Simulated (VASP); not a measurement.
# Li (a cell with a defect) in VASP: further runs

Li (a cell with a defect) is run at these levels: PBEsol; tasks: single point.

All numbers are computed with VASP 6.6.1; they aren't measurements. Logs are shortened: lines on timing, memory, paths and dates and some standing lists are left out, and cuts for length are marked.

### Step 1. The cell of the first run

The cell holds a defect, 17 atoms: a = 6.980 Å, b = 6.980 Å, c = 6.980 Å, α = 90.00°, β = 90.00°, γ = 90.00°.

### Step 2. Single point, PBEsol

The input, INCAR:

```
PREC = Accurate
ENCUT = 520
EDIFF = 1E-7
ISMEAR = -1
SIGMA = 0.15
LREAL = Auto
LASPH = True
NELM = 60
ALGO = Normal
ISIF = 2
LWAVE = False
LCHARG = False
GGA = PS
NBANDS = 40
```

The input, KPOINTS:

```
regular mesh
0
Gamma
  3 3 3
```

The input, POSCAR:

```
Li
1.0
    6.9800000000      0.0000000000      0.0000000000
    0.0000000000      6.9800000000      0.0000000000
    0.0000000000      0.0000000000      6.9800000000
Li
17
Direct
   -0.0054319645     -0.0130376307     -0.0002820025
    0.4856299975     -0.0181728907      0.0039599093
    0.0053825540      0.5114647060     -0.0121802128
    0.0524277381     -0.0614395371      0.6012863371
    0.2376507314      0.2422282854      0.2486249985
    0.4533839694      0.5333808549      0.0148370228
    0.4873745310     -0.0027788252      0.4936656428
    0.6956496991      0.3075525693      0.1488239058
   -0.0073463449      0.4886268458      0.5021818191
    0.2241364524      0.7558993221      0.2700584069
    0.2577195314      0.2525431586      0.7599718984
    0.5054772749      0.4734020297      0.4799783403
    0.7474184495      0.7382610798      0.2575616357
    0.7360319375      0.2451870427      0.7516434807
    0.2870322506      0.7056393604      0.7363048119
    0.7294322022      0.7337346684      0.7495911998
    0.8608244904      0.1124734606      0.3767974064
```

Potentials or basis: VASP PAW PBE potentials, release 64 (Li_sv).

Command:

```
$ cat potpaw_PBE.64/Li_sv/POTCAR > POTCAR
$ mpirun -np 1 vasp_std > vasp.out
```

OUTCAR:

```text
PREC = Accurate
   ENCUT = 520
   EDIFF = 1E-7
   ISMEAR = -1
   LREAL = Auto
   LASPH = True
   NELM = 60
   ISIF = 2
   GGA = PS

 ion  position               nearest neighbor table
   1  0.995  0.987  1.000-
   2  0.486  0.982  0.004-
   3  0.005  0.511  0.988-
   4  0.052  0.939  0.601-  17 2.39  15 2.49
   5  0.238  0.242  0.249-
   6  0.453  0.533  0.015-   8 2.49  15 2.56
   7  0.487  0.997  0.494-
   8  0.696  0.308  0.149-  17 2.39   6 2.49
   9  0.993  0.489  0.502-
  10  0.224  0.756  0.270-
  11  0.258  0.253  0.760-
  12  0.505  0.473  0.480-
  13  0.747  0.738  0.258-
  14  0.736  0.245  0.752-
  15  0.287  0.706  0.736-   4 2.49   6 2.56
  16  0.729  0.734  0.750-
  17  0.861  0.112  0.377-   8 2.39   4 2.39

  LATTYP: Found a simple cubic cell.
 ALAT       =     6.9800000000

  Lattice vectors:

 A1 = (   6.9800000000,   0.0000000000,   0.0000000000)
 A2 = (   0.0000000000,   6.9800000000,   0.0000000000)
 A3 = (   0.0000000000,   0.0000000000,   6.9800000000)

Analysis of symmetry for initial positions (statically):
=====================================================================
 Subroutine PRICEL returns:
 Original cell was already a primitive cell.

 Routine SETGRP: Setting up the symmetry group for a
 simple cubic supercell.

 Subroutine GETGRP returns: Found  1 space group operations
 (whereof  1 operations were pure point group operations)
 out of a pool of 48 trial point group operations.

The static configuration has the point symmetry C_1 .

Analysis of symmetry for dynamics (positions and initial velocities):
=====================================================================
 Subroutine PRICEL returns:
 Original cell was already a primitive cell.

 Routine SETGRP: Setting up the symmetry group for a
 simple cubic supercell.

 Subroutine GETGRP returns: Found  1 space group operations
 (whereof  1 operations were pure point group operations)
 out of a pool of 48 trial point group operations.

The dynamic configuration has the point symmetry C_1 .

 Subroutine INISYM returns: Found  1 space group operations
 (whereof  1 operations are pure point group operations),
 and found     1 'primitive' translations

----------------------------------------------------------------------------------------

                                     Primitive cell

  volume of cell :     340.0684

  direct lattice vectors                    reciprocal lattice vectors
     6.980000000  0.000000000  0.000000000     0.143266476  0.000000000  0.000000000
     0.000000000  6.980000000  0.000000000     0.000000000  0.143266476  0.000000000
     0.000000000  0.000000000  6.980000000     0.000000000  0.000000000  0.143266476

  length of vectors
     6.980000000  6.980000000  6.980000000     0.143266476  0.143266476  0.143266476

  position of ions in fractional coordinates (direct lattice)
     0.994568036  0.986962369  0.999717997
     0.485629997  0.981827109  0.003959909
     0.005382554  0.511464706  0.987819787
     0.052427738  0.938560463  0.601286337
     0.237650731  0.242228285  0.248624998
     0.453383969  0.533380855  0.014837023
[... 9 lines left out ...]
     0.729432202  0.733734668  0.749591200
     0.860824490  0.112473461  0.376797406

  ion indices of the primitive-cell ions
   primitive index   ion index
                 1           1
                 2           2
                 3           3
                 4           4
                 5           5
                 6           6
[... 9 lines left out ...]
                16          16
                17          17

----------------------------------------------------------------------------------------

 KPOINTS: regular mesh

Automatic generation of k-mesh.
 Grid dimensions read from file:
 generate k-points for:    3    3    3

 Generating k-lattice:

  Cartesian coordinates                     Fractional coordinates (reciprocal lattice)
     0.047755492  0.000000000  0.000000000     0.333333333  0.000000000  0.000000000
     0.000000000  0.047755492  0.000000000     0.000000000  0.333333333  0.000000000
     0.000000000  0.000000000  0.047755492     0.000000000  0.000000000  0.333333333

  Length of vectors
     0.047755492  0.047755492  0.047755492

  Shift w.r.t. Gamma in fractional coordinates (k-lattice)
     0.000000000  0.000000000  0.000000000

 Subroutine IBZKPT returns following result:
 ===========================================

 Found     14 irreducible k-points:

 Following reciprocal coordinates:
            Coordinates               Weight
  0.000000  0.000000  0.000000      1.000000
  0.333333  0.000000  0.000000      2.000000
  0.000000  0.333333  0.000000      2.000000
  0.000000  0.000000  0.333333      2.000000
  0.333333  0.333333  0.000000      2.000000
  0.000000  0.333333  0.333333      2.000000
  0.333333  0.000000  0.333333      2.000000
 -0.333333  0.333333  0.000000      2.000000
 -0.333333  0.000000  0.333333      2.000000
  0.000000 -0.333333  0.333333      2.000000
  0.333333  0.333333  0.333333      2.000000
 -0.333333  0.333333  0.333333      2.000000
 -0.333333 -0.333333  0.333333      2.000000
  0.333333 -0.333333  0.333333      2.000000
   k-points           NKPTS =     14   k-points in BZ     NKDIM =     14   number of bands    NBANDS=     40
   number of dos      NEDOS =    301   number of ions     NIONS =     17
   total plane-waves  NPLWV = 157464
   dimension x,y,z NGX =    54 NGY =   54 NGZ =   54
   dimension x,y,z NGXF=   108 NGYF=  108 NGZF=  108
   ions per type =              17
   NGX,Y,Z   is equivalent  to a cutoff of  12.86, 12.86, 12.86 a.u.
   NGXF,Y,Z  is equivalent  to a cutoff of  25.72, 25.72, 25.72 a.u.
 SYSTEM =  unknown system
   PREC   = accura    normal or accurate (medium, high low for compatibility)
   ISTART =      0    job   : 0-new  1-cont  2-samecut
   ICHARG =      2    charge: 1-file 2-atom 10-const
   ISPIN  =      1    spin polarized calculation?
   LNONCOLLINEAR =      F non collinear calculations
   LSORBIT =      F    spin-orbit coupling
   LASPH  =      T    aspherical Exc in radial PAW
   ENCUT  =  520.0 eV  38.22 Ry    6.18 a.u.  12.98 12.98 12.98*2*pi/ulx,y,z
   NELM   =     60;   NELMIN=  2; NELMDL= -5     # of ELM steps
   EDIFF  = 0.1E-06   stopping-criterion for ELM
   LREAL  =      T    real-space projection
   EDIFFG = 0.1E-05   stopping-criterion for IOM
   NSW    =      0    number of steps for IOM
   IBRION =     -1    ionic relax: 0-MD 1-quasi-New 2-CG
   NFREE  =      0    steps in history (QN), initial steepest desc. (CG)
   ISIF   =      2    stress and relaxation
   ISYM   =      2    0-nonsym 1-usesym 2-fastsym
   POTIM  = 0.5000    time-step for ionic-motion
   TEBEG  =    0.0;   TEEND  =   0.0 temperature during run
   PSTRESS=    0.0 pullay stress
   NELECT =      51.0000    total number of electrons
   NUPDOWN=      -1.0000    fix difference up-down
   EMIN   =  10.00;   EMAX   =-10.00  energy-range for DOS
   EFERMI =   0.00;   METHOD = LEGACY
   ISMEAR =    -1;   SIGMA  =   0.15  broadening in eV -4-tet -1-fermi 0-gaus
   EFERMI_NEDOS =   21; number of points for ismear=-14 and -15
   IALGO  =     38    algorithm
   IMIX   =      4    mixing-type and parameters
     AMIX     =   0.40;   BMIX     =  1.00
     AMIX_MAG =   1.60;   BMIX_MAG =  1.00
  volume/ion in A,a.u.               =      20.00       134.99
  Fermi-wavevector in a.u.,A,eV,Ry     =   0.869780  1.643646 10.293044  0.756517
  Thomas-Fermi vector in A             =   1.988651
   LORBIT       =      0    0 simple, 1 ext, 2 COOP (PROOUT), +10 PAW based schemes
   GGA     = PS    functional components
   LHFCALC =     F    Hartree Fock is set to
   AEXX    =    0.0000 exact exchange contribution
   IVDW    =     0    specifies the selected vdW correction
   LEPSILON=     F    determine dielectric tensor
   LRPA    =     F    only Hartree local field effects (RPA)
 non-spin polarized calculation
  energy-cutoff  :      520.00
  volume of cell :      340.07
 maximum number of plane-waves:      9180
 NGX is ok and might be reduce to    54
   NGX = 25   NGY = 25   NGZ = 25

 number of electron      51.0000000 magnetization

 Free energy of the ion-electron system (eV)
  ---------------------------------------------------
  ext. energy  EPLUGINS =         0.00000000
  ---------------------------------------------------
  free energy    TOTEN  =       -33.05377873 eV

  energy without entropy =      -32.54019856  energy(sigma->0) =      -32.79698864

 E-fermi :   0.6209     XC(G=0):  -7.0456

 val. band max:        0.6195960193   @ k =  -0.3333   0.3333   0.0000
 cond. band min:       0.6399157634   @ k =   0.0000   0.0000   0.0000
 fundamental gap:      0.0203197440
 Fermi energy:         0.6209441242

 k-point     1 :       0.0000    0.0000    0.0000
  band No.  band energies     occupation
      1     -45.4367      2.00000
      2     -45.3699      2.00000
      3     -45.3589      2.00000
      4     -45.2870      2.00000
      5     -45.2808      2.00000
      6     -45.2783      2.00000
[... 29 lines left out ...]
     36       3.7171      0.00000
     37       3.7560      0.00000

 k-point     2 :       0.3333    0.0000    0.0000
  band No.  band energies     occupation
      1     -45.4366      2.00000
      2     -45.3702      2.00000
      3     -45.3588      2.00000
      4     -45.2868      2.00000
      5     -45.2812      2.00000
      6     -45.2780      2.00000
[... 29 lines left out ...]
     36       3.7547      0.00000
     37       3.8166      0.00000

 k-point     3 :       0.0000    0.3333    0.0000
  band No.  band energies     occupation
      1     -45.4366      2.00000
      2     -45.3702      2.00000
      3     -45.3588      2.00000
      4     -45.2866      2.00000
      5     -45.2819      2.00000
      6     -45.2777      2.00000
[... 29 lines left out ...]
     36       3.7515      0.00000
     37       3.8011      0.00000

 k-point     4 :       0.0000    0.0000    0.3333
  band No.  band energies     occupation
      1     -45.4366      2.00000
      2     -45.3703      2.00000
      3     -45.3588      2.00000
      4     -45.2868      2.00000
      5     -45.2808      2.00000
      6     -45.2782      2.00000
[... 29 lines left out ...]
     36       3.7812      0.00000
     37       3.8885      0.00000
[... 282 lines left out ...]
  band No.  band energies     occupation
      1     -45.4365      2.00000
      2     -45.3702      2.00000
      3     -45.3589      2.00000
      4     -45.2864      2.00000
      5     -45.2817      2.00000
      6     -45.2779      2.00000
[... 29 lines left out ...]
     36       3.7134      0.00000
     37       3.8673      0.00000

 k-point    13 :      -0.3333   -0.3333    0.3333
  band No.  band energies     occupation
      1     -45.4365      2.00000
      2     -45.3703      2.00000
      3     -45.3589      2.00000
      4     -45.2866      2.00000
      5     -45.2812      2.00000
      6     -45.2782      2.00000
[... 29 lines left out ...]
     36       3.5866      0.00000
     37       3.9498      0.00000

 k-point    14 :       0.3333   -0.3333    0.3333
  band No.  band energies     occupation
      1     -45.4365      2.00000
      2     -45.3701      2.00000
      3     -45.3590      2.00000
      4     -45.2864      2.00000
      5     -45.2816      2.00000
      6     -45.2779      2.00000
[... 29 lines left out ...]
     36       3.8656      0.00000
     37       3.9508      0.00000
 [bands above 37 left out]

------------------------ aborting loop because EDIFF is reached ----------------------------------------

  FORCE on cell =-STRESS in cart. coord.  units (eV):
  Direction    XX          YY          ZZ          XY          YZ          ZX
  --------------------------------------------------------------------------------------
  -------------------------------------------------------------------------------------
  Total        0.3461477      0.2997610      0.8480456     -0.6926787     -0.8181095      0.7881848
  in kB        1.6308188      1.4122756      3.9954302     -3.2634437     -3.8543906      3.7134055
  external PRESSURE =       2.3461749 kB  Pullay stress =       0.0000000 kB

 VOLUME and BASIS-vectors are now :
 -----------------------------------------------------------------------------
  energy-cutoff  :      520.00
  volume of cell :      340.07
      direct lattice vectors                 reciprocal lattice vectors
     6.980000000  0.000000000  0.000000000     0.143266476  0.000000000  0.000000000
     0.000000000  6.980000000  0.000000000     0.000000000  0.143266476  0.000000000
     0.000000000  0.000000000  6.980000000     0.000000000  0.000000000  0.143266476

 POSITION                                       TOTAL-FORCE (eV/Angst)
 -----------------------------------------------------------------------------------
      6.94208      6.88900      6.97803         0.004754     -0.002005     -0.003928
      3.38970      6.85315      0.02764         0.003694      0.002584     -0.006212
      0.03757      3.57002      6.89498        -0.006440     -0.002867     -0.002565
      0.36595      6.55115      4.19698         0.013501     -0.005262      0.003768
      1.65880      1.69075      1.73540        -0.009452     -0.000722      0.009093
      3.16462      3.72300      0.10356        -0.000287      0.002837     -0.001350
[... 9 lines left out ...]
      5.09144      5.12147      5.23215        -0.000702      0.004821      0.000996
      6.00855      0.78506      2.63005         0.003215     -0.002779     -0.002275
 -----------------------------------------------------------------------------------
    total drift:                               -0.011556      0.002847      0.000131

  FREE ENERGIE OF THE ION-ELECTRON SYSTEM (eV)
  ---------------------------------------------------
  free  energy   TOTEN  =       -33.0537787294 eV

  energy  without entropy=      -32.5401985550  energy(sigma->0) =      -32.79698864
```

Run time: 3.2 min. Hardware: 1 thread of AMD EPYC 9R45 (Zen 5), shared host; peak memory 0.37 GiB.

Results:

```
Free energy            : -33.0538 eV
Largest force          : 0.015 eV/Å
Band gap on the k mesh : zero (an odd number of electrons rules out a gap without spin polarisation)
```

Forces on the atoms (eV/Å):
```
Li   0.005 -0.002 -0.004
Li   0.004  0.003 -0.006
Li  -0.006 -0.003 -0.003
Li   0.014 -0.005  0.004
Li  -0.009 -0.001  0.009
Li   0.000  0.003 -0.001
Li   0.008  0.002 -0.002
Li  -0.013  0.003 -0.002
Li  -0.001 -0.003 -0.008
Li  -0.001  0.002  0.003
Li  -0.004  0.001  0.002
Li   0.002 -0.002 -0.001
Li  -0.003  0.003  0.001
Li   0.001  0.001  0.000
Li   0.002 -0.003  0.010
Li  -0.001  0.005  0.001
Li   0.003 -0.003 -0.002
```

Levels at points of the mesh, in eV from the Fermi level:
| k point | band 23 | band 24 | band 25 | band 26 | band 27 | band 28 |
| --- | --- | --- | --- | --- | --- | --- |
| (0.00, 0.00, 0.00) | -1.18 | -1.16 | -0.01 | 0.02 | 0.33 | 0.35 |

Caveat: the cutoff is under 1.25 times the usual one of these potentials, so pressure, stress and relaxed cells hold a basis-set (Pulay) error; the PAW data sets were made with another functional, which shifts forces and pressure a little.

[end of part 1 of 2]

The gap in the log of VASP goes by the Fermi energy; the results here count the filled bands.